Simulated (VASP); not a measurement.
# MnO2 (P4_2/mnm) in VASP: single point with PBE+U

Aim: the single point of MnO2 with PBE+U.

Program: VASP 6.6.1. These are calculated values, not measurements. Logs are shortened: lines on timing, memory, paths and dates and some standing lists are left out, and cuts for length are marked.

## Step 1: The cell of the first run

It takes space group P4_2/mnm (No. 136, tetragonal). The conventional cell has a = 4.397 Å, b = 4.397 Å, c = 2.869 Å, α = 90.00°, β = 90.00°, γ = 90.00°. Within 2.5 Å of Mn (site symmetry mmm) lie 6 O at 1.88 to 1.90 Å. O (site symmetry m2m) has 3 Mn at 1.88 to 1.90 Å and 1 O at 2.43 Å within 2.5 Å.

## Step 2: Single point, PBE+U, collinear spin, ferromagnetic start

Contents of INCAR:

```
SYSTEM = MnO2
PREC     = Accurate       ! precision mode
ENCUT    = 600            ! plane-wave cutoff, eV
EDIFF    = 1E-6           ! SCF threshold, eV
ISMEAR   = 0              ! smearing method
SIGMA    = 0.05           ! smearing width, eV
LREAL    = .False.        ! projectors in reciprocal space
LASPH    = .True.         ! aspherical terms in the spheres
NELM     = 200            ! most SCF steps
ALGO     = Normal         ! electronic algorithm
ISIF     = 2              ! what is computed and relaxed
LWAVE    = .False.        ! write WAVECAR
LCHARG   = .True.         ! write CHGCAR
ISPIN    = 2              ! spin polarisation
MAGMOM   = 4.5 4.5 0 0 0 0 ! initial moments
LORBIT   = 11             ! projections on sites
LMAXMIX  = 4              ! l up to which the mixer works
LDAU     = .True.         ! DFT+U
LDAUTYPE = 2            
LDAUL    = 2 -1           ! shell
LDAUU    = 3.9 0          ! U, eV
LDAUJ    = 0 0          
LDAUPRINT= 1            
GGA      = PE             ! functional
LELF     = .True.         ! ELF
LVHAR    = .True.       
NBANDS   = 40             ! bands
GGA_COMPAT= .False.
```

Contents of KPOINTS:

```
Automatic mesh
0
Gamma
  5 5 7
  0 0 0
```

Contents of POSCAR:

```
MnO2
1.0
    4.3970000000      0.0000000000      0.0000000000
    0.0000000000      4.3970000000      0.0000000000
    0.0000000000      0.0000000000      2.8690000000
Mn O
2 4
Direct
    0.0000000000      0.0000000000      0.0000000000
    0.5000000000      0.5000000000      0.5000000000
    0.3050000000      0.3050000000      0.0000000000
    0.1950000000      0.8050000000      0.5000000000
    0.6950000000      0.6950000000      0.0000000000
    0.8050000000      0.1950000000      0.5000000000
```

Potentials or basis: VASP PAW PBE potentials, release 64 (Mn_sv, O).

Command:

```console
cat potpaw_PBE.64/Mn_sv/POTCAR potpaw_PBE.64/O/POTCAR > POTCAR
mpirun -np 1 vasp_std > vasp.out
```

OUTCAR:

```text
SYSTEM = MnO2
   PREC = Accurate
   ENCUT = 600
   EDIFF = 1E-6
   ISMEAR = 0
   LREAL = .False.
   LASPH = .True.
   NELM = 200
   ISIF = 2
   ISPIN = 2
   LORBIT = 11
   GGA = PE

 ion  position               nearest neighbor table
   1  0.000  0.000  0.000-   4 1.88   6 1.88   4 1.88   6 1.88   5 1.90   3 1.90
   2  0.500  0.500  0.500-   3 1.88   5 1.88   3 1.88   5 1.88   4 1.90   6 1.90
   3  0.305  0.305  0.000-   2 1.88   2 1.88   1 1.90
   4  0.195  0.805  0.500-   1 1.88   1 1.88   2 1.90
   5  0.695  0.695  0.000-   2 1.88   2 1.88   1 1.90
   6  0.805  0.195  0.500-   1 1.88   1 1.88   2 1.90

  LATTYP: Found a simple tetragonal cell.
 ALAT       =     4.3970000000
 C/A-ratio  =     0.6524903343

  Lattice vectors:

 A1 = (   4.3970000000,   0.0000000000,   0.0000000000)
 A2 = (   0.0000000000,   4.3970000000,   0.0000000000)
 A3 = (   0.0000000000,   0.0000000000,   2.8690000000)

Analysis of symmetry for initial positions (statically):
=====================================================================
 Subroutine PRICEL returns:
 Original cell was already a primitive cell.

 Routine SETGRP: Setting up the symmetry group for a
 simple tetragonal supercell.

 Subroutine GETGRP returns: Found 16 space group operations
 (whereof  8 operations were pure point group operations)
 out of a pool of 16 trial point group operations.

The static configuration has the point symmetry D_2h.
 The point group associated with its full space group is D_4h.

Analysis of symmetry for dynamics (positions and initial velocities):
=====================================================================
 Subroutine PRICEL returns:
 Original cell was already a primitive cell.

 Routine SETGRP: Setting up the symmetry group for a
 simple tetragonal supercell.

 Subroutine GETGRP returns: Found 16 space group operations
 (whereof  8 operations were pure point group operations)
 out of a pool of 16 trial point group operations.

The dynamic configuration has the point symmetry D_2h.
 The point group associated with its full space group is D_4h.

Analysis of structural, dynamic, and magnetic symmetry:
=====================================================================
 Subroutine PRICEL returns:
 Original cell was already a primitive cell.

 Routine SETGRP: Setting up the symmetry group for a
 simple tetragonal supercell.

 Subroutine GETGRP returns: Found 16 space group operations
 (whereof  8 operations were pure point group operations)
 out of a pool of 16 trial point group operations.

The overall configuration has the point symmetry D_2h.
 The point group associated with its full space group is D_4h.

 Subroutine INISYM returns: Found 16 space group operations
 (whereof  8 operations are pure point group operations),
 and found     1 'primitive' translations

----------------------------------------------------------------------------------------

                                     Primitive cell

  volume of cell :      55.4681

  direct lattice vectors                    reciprocal lattice vectors
     4.397000000  0.000000000  0.000000000     0.227427792  0.000000000  0.000000000
     0.000000000  4.397000000  0.000000000     0.000000000  0.227427792  0.000000000
     0.000000000  0.000000000  2.869000000     0.000000000  0.000000000  0.348553503

  length of vectors
     4.397000000  4.397000000  2.869000000     0.227427792  0.227427792  0.348553503

  position of ions in fractional coordinates (direct lattice)
     0.000000000  0.000000000  0.000000000
[... 155 lines left out ...]
  o =  0.4171  v = -0.0000 -0.7071  0.0000  0.7071 -0.0000  0.0000  0.0000  0.0000  0.0000  0.0000      0.0000  0.0000  0.0000  0.0000  0.0000  0.0000  0.0000  0.0000  0.0000  0.0000
  o =  0.4296  v =  0.8559 -0.0000 -0.5171  0.0000  0.0000  0.0000  0.0000  0.0000  0.0000  0.0000      0.0000  0.0000  0.0000  0.0000  0.0000  0.0000  0.0000  0.0000  0.0000  0.0000
  o =  0.9195  v = -0.5171  0.0000 -0.8559  0.0000  0.0000  0.0000  0.0000  0.0000  0.0000  0.0000      0.0000  0.0000  0.0000  0.0000  0.0000  0.0000  0.0000  0.0000  0.0000  0.0000
  o =  0.9297  v = -0.0000 -0.7071 -0.0000 -0.7071 -0.0000  0.0000  0.0000  0.0000  0.0000  0.0000      0.0000  0.0000  0.0000  0.0000  0.0000  0.0000  0.0000  0.0000  0.0000  0.0000
  o =  0.9381  v =  0.0000 -0.0000  0.0000 -0.0000  1.0000  0.0000  0.0000  0.0000  0.0000  0.0000      0.0000  0.0000  0.0000  0.0000  0.0000  0.0000  0.0000  0.0000  0.0000  0.0000

atom =   2  type =  1  l = 2

 onsite density matrix

spin component  1

  0.5606  0.0000 -0.2168  0.0000 -0.0000
  0.0000  0.6734  0.0000 -0.2563  0.0000
 -0.2168  0.0000  0.7885  0.0000  0.0000
  0.0000 -0.2563  0.0000  0.6734  0.0000
 -0.0000  0.0000  0.0000  0.0000  0.9381

spin component  2

  0.1874  0.0000  0.0835  0.0000  0.0000
  0.0000  0.1815  0.0000  0.0888  0.0000
  0.0835  0.0000  0.1081  0.0000 -0.0000
  0.0000  0.0888  0.0000  0.1815  0.0000
  0.0000  0.0000 -0.0000  0.0000  0.1004

 occupancies and eigenvectors

  o =  0.0553  v =  0.0000  0.0000  0.0000  0.0000  0.0000 -0.5342 -0.0000  0.8454  0.0000  0.0000      0.0000  0.0000  0.0000  0.0000  0.0000  0.0000  0.0000  0.0000  0.0000  0.0000
  o =  0.0927  v =  0.0000  0.0000  0.0000  0.0000  0.0000  0.0000 -0.7071 -0.0000  0.7071  0.0000      0.0000  0.0000  0.0000  0.0000  0.0000  0.0000  0.0000  0.0000  0.0000  0.0000
  o =  0.1004  v =  0.0000  0.0000  0.0000  0.0000  0.0000 -0.0000 -0.0000  0.0000  0.0000 -1.0000      0.0000  0.0000  0.0000  0.0000  0.0000  0.0000  0.0000  0.0000  0.0000  0.0000
  o =  0.2402  v =  0.0000  0.0000  0.0000  0.0000  0.0000 -0.8454 -0.0000 -0.5342 -0.0000  0.0000      0.0000  0.0000  0.0000  0.0000  0.0000  0.0000  0.0000  0.0000  0.0000  0.0000
  o =  0.2703  v =  0.0000  0.0000  0.0000  0.0000  0.0000 -0.0000  0.7071 -0.0000  0.7071  0.0000      0.0000  0.0000  0.0000  0.0000  0.0000  0.0000  0.0000  0.0000  0.0000  0.0000
  o =  0.4171  v =  0.0000 -0.7071  0.0000 -0.7071  0.0000  0.0000  0.0000  0.0000  0.0000  0.0000      0.0000  0.0000  0.0000  0.0000  0.0000  0.0000  0.0000  0.0000  0.0000  0.0000
  o =  0.4296  v = -0.8559  0.0000 -0.5171  0.0000 -0.0000  0.0000  0.0000  0.0000  0.0000  0.0000      0.0000  0.0000  0.0000  0.0000  0.0000  0.0000  0.0000  0.0000  0.0000  0.0000
  o =  0.9195  v = -0.5171  0.0000  0.8559  0.0000  0.0000  0.0000  0.0000  0.0000  0.0000  0.0000      0.0000  0.0000  0.0000  0.0000  0.0000  0.0000  0.0000  0.0000  0.0000  0.0000
  o =  0.9297  v =  0.0000 -0.7071  0.0000  0.7071  0.0000  0.0000  0.0000  0.0000  0.0000  0.0000      0.0000  0.0000  0.0000  0.0000  0.0000  0.0000  0.0000  0.0000  0.0000  0.0000
  o =  0.9381  v =  0.0000 -0.0000  0.0000  0.0000 -1.0000  0.0000  0.0000  0.0000  0.0000  0.0000      0.0000  0.0000  0.0000  0.0000  0.0000  0.0000  0.0000  0.0000  0.0000  0.0000

 number of electron      53.9999937 magnetization       6.0114701

 Free energy of the ion-electron system (eV)
  ---------------------------------------------------
  ext. energy  EPLUGINS =         0.00000000
  ---------------------------------------------------
  free energy    TOTEN  =       -42.71959262 eV

  energy without entropy =      -42.71956860  energy(sigma->0) =      -42.71958061

 E-fermi :   6.5484     XC(G=0): -12.0683

 val. band max:        6.4671662521   @ k =   0.0000   0.0000   0.1429
 cond. band min:       6.6186393423   @ k =   0.0000   0.0000   0.0000
 fundamental gap:      0.1514730902
 Fermi energy:         6.5483591524

 spin component 1

 k-point     1 :       0.0000    0.0000    0.0000
  band No.  band energies     occupation
      1     -75.7725      1.00000
      2     -75.7698      1.00000
      3     -44.4593      1.00000
      4     -44.4521      1.00000
      5     -44.4236      1.00000
      6     -44.4236      1.00000
[... 997 lines left out ...]
     38      20.2850      0.00000
     39      21.8910      0.00000
 Fermi energy:         6.5483591524

 spin component 2

 k-point     1 :       0.0000    0.0000    0.0000
  band No.  band energies     occupation
      1     -72.4063      1.00000
      2     -72.4029      1.00000
      3     -41.1878      1.00000
      4     -41.1785      1.00000
      5     -41.1258      1.00000
      6     -41.1258      1.00000
[... 997 lines left out ...]
     38      21.0005      0.00000
     39      22.2139      0.00000
 [bands above 39 left out]

------------------------ aborting loop because EDIFF is reached ----------------------------------------

  FORCE on cell =-STRESS in cart. coord.  units (eV):
  Direction    XX          YY          ZZ          XY          YZ          ZX
  --------------------------------------------------------------------------------------
  -------------------------------------------------------------------------------------
  Total        2.5696389      2.5696389      3.7198739      0.0000000      0.0000000      0.0000000
  in kB       74.2231189     74.2231189    107.4472538      0.0000000      0.0000000      0.0000000
  external PRESSURE =      85.2978305 kB  Pullay stress =       0.0000000 kB

 VOLUME and BASIS-vectors are now :
 -----------------------------------------------------------------------------
  energy-cutoff  :      600.00
  volume of cell :       55.47
      direct lattice vectors                 reciprocal lattice vectors
     4.397000000  0.000000000  0.000000000     0.227427792  0.000000000  0.000000000
     0.000000000  4.397000000  0.000000000     0.000000000  0.227427792  0.000000000
     0.000000000  0.000000000  2.869000000     0.000000000  0.000000000  0.348553503

 POSITION                                       TOTAL-FORCE (eV/Angst)
 -----------------------------------------------------------------------------------
      0.00000      0.00000      0.00000         0.000000      0.000000      0.000000
      2.19850      2.19850      1.43450         0.000000      0.000000      0.000000
      1.34108      1.34108      0.00000        -0.049009     -0.049009     -0.000000
      0.85742      3.53958      1.43450         0.049009     -0.049009     -0.000000
      3.05592      3.05592      0.00000         0.049009      0.049009      0.000000
      3.53958      0.85742      1.43450        -0.049009      0.049009      0.000000
 -----------------------------------------------------------------------------------
    total drift:                                0.000000      0.000000      0.000000

  FREE ENERGIE OF THE ION-ELECTRON SYSTEM (eV)
  ---------------------------------------------------
  free  energy   TOTEN  =       -42.7195926162 eV

  energy  without entropy=      -42.7195685985  energy(sigma->0) =      -42.71958061

 total charge

# of ion       s       p       d       tot
------------------------------------------
    1        2.207   6.118   4.368  12.692
    2        2.207   6.118   4.368  12.692
    3        1.564   3.499   0.000   5.063
    4        1.564   3.499   0.000   5.063
    5        1.564   3.499   0.000   5.063
    6        1.564   3.499   0.000   5.063
--------------------------------------------------
tot         10.667  26.232   8.736  45.635

 magnetization (x)

# of ion       s       p       d       tot
------------------------------------------
    1        0.016   0.015   2.868   2.899
    2        0.016   0.015   2.868   2.899
    3       -0.002  -0.007   0.000  -0.009
    4       -0.002  -0.007   0.000  -0.009
    5       -0.002  -0.007   0.000  -0.009
    6       -0.002  -0.007   0.000  -0.009
--------------------------------------------------
tot          0.025   0.002   5.736   5.764
```

It took 60 s on 1 thread of Intel Xeon 6975P-C (Granite Rapids), shared host; peak memory 0.25 GiB.

What came out:

```
Free energy                                           : -42.7196 eV
Pressure                                              : 8.5 GPa
Largest force                                         : 0.069 eV/Å
Band gap on the k mesh                                : zero (filled and empty bands overlap)
Net moment                                            : 6.01 μB per cell
Site moments                                          : Mn +2.90; O -0.01 μB
Valence electrons inside the program's atomic spheres : Mn 12.69; O 5.06
```

Forces on the atoms (eV/Å):
```
Mn   0.000  0.000  0.000
Mn   0.000  0.000  0.000
O   -0.049 -0.049  0.000
O    0.049 -0.049  0.000
O    0.049  0.049  0.000
O   -0.049  0.049  0.000
```

Stress tensor (GPa, compression positive):
```
 7.42  0.00  0.00
 0.00  7.42  0.00
 0.00  0.00 10.74
```

Eigenvalues of the final occupation matrices:
```
    site  spin  trace               eigenvalues
site 1 d     1   3.63  0.42 0.43 0.92 0.93 0.94
site 1 d     2   0.76  0.06 0.09 0.10 0.24 0.27
site 2 d     1   3.63  0.42 0.43 0.92 0.93 0.94
site 2 d     2   0.76  0.06 0.09 0.10 0.24 0.27
```

Caveat: the cell stands under pressure; only a ferromagnetic start was run, and an antiferromagnetic order may lie lower in energy. The state reached can hang on the start; a lower one may exist.
